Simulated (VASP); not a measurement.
Here is a VASP 6.6.1 calculation.

File INCAR:

```
SYSTEM = NaH
PREC     = Accurate       ! precision mode
ENCUT    = 520            ! plane-wave cutoff, eV
EDIFF    = 1E-8           ! SCF threshold, eV
ISMEAR   = 0              ! smearing method
SIGMA    = 0.01           ! smearing width, eV
LREAL    = .FALSE.        ! projectors in reciprocal space
LASPH    = .TRUE.         ! aspherical terms in the spheres
NELM     = 80             ! most SCF steps
ALGO     = Normal         ! electronic algorithm
ISIF     = 2              ! what is computed and relaxed
LWAVE    = .FALSE.        ! write WAVECAR
LCHARG   = .FALSE.        ! write CHGCAR
METAGGA  = R2SCAN         ! meta-GGA
LMIXTAU  = .TRUE.       
LCALCEPS = .TRUE.
```

The input KPOINTS:

```
Automatic mesh
0
G
  8 8 8
  0 0 0
```

POSCAR

```
NaH
1.0
    0.0000000000      2.3975122800      2.3975122800
    2.3975122800      0.0000000000      2.3975122800
    2.3975122800      2.3975122800      0.0000000000
Na H
1 1
Direct
    0.0000000000      0.0000000000      0.0000000000
    0.5000000000      0.5000000000      0.5000000000
```

Potentials or basis: VASP PAW PBE potentials, release 64 (Na_pv, H).

Command:

```bash
$ cat potpaw_PBE.64/Na_pv/POTCAR potpaw_PBE.64/H/POTCAR > POTCAR
$ mpirun -np 1 vasp_std > vasp.out
```

(1) What does it give for the electronic dielectric tensor (diagonal)?

(2) Estimate the Born charges (mean of the diagonal).

(3) What does it give for the band gap on the k mesh?

## Answers

(1) 2.85.

(2) Na +0.94; H -0.94 e.

(3) 4.41 eV (least direct gap 5.26 eV).
